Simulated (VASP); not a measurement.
A run of VASP 6.6.1:

The input INCAR:

```
SYSTEM = PbS
  PREC = Accurate
  ENCUT = 520
  EDIFF = 1E-7
  ISMEAR = 0
  SIGMA = 0.05
  LREAL = .FALSE.
  LASPH = .TRUE.
  NELM = 100
  ALGO = Normal
  ISIF = 2
  LWAVE = .FALSE.
  LCHARG = .FALSE.
  GGA = PE
  NBANDS = 17
```

The input KPOINTS:

```
regular mesh
0
G
  10 10 10
  0 0 0
```

File POSCAR:

```
PbS
1.0
    0.0000000000      2.9858821877      2.9858821877
    2.9858821877      0.0000000000      2.9858821877
    2.9858821877      2.9858821877      0.0000000000
Pb S
1 1
Direct
    0.5000000000      0.5000000000      0.5000000000
    0.0000000000      0.0000000000      0.0000000000
```

Potentials or basis: VASP PAW PBE potentials, release 64 (Pb_d, S).

Launch:

```console
$ cat potpaw_PBE.64/Pb_d/POTCAR potpaw_PBE.64/S/POTCAR > POTCAR
$ mpirun -np 1 vasp_std > vasp.out
```

Hardware: 1 thread of Intel Xeon 6975P-C (shared host).

Question: Estimate the wall time of this run.

Answer: Run time: 27 s on 1 thread of Intel Xeon 6975P-C, on a shared host, peak memory 0.19 GiB. Counts: scf iterations 13, k points 47.
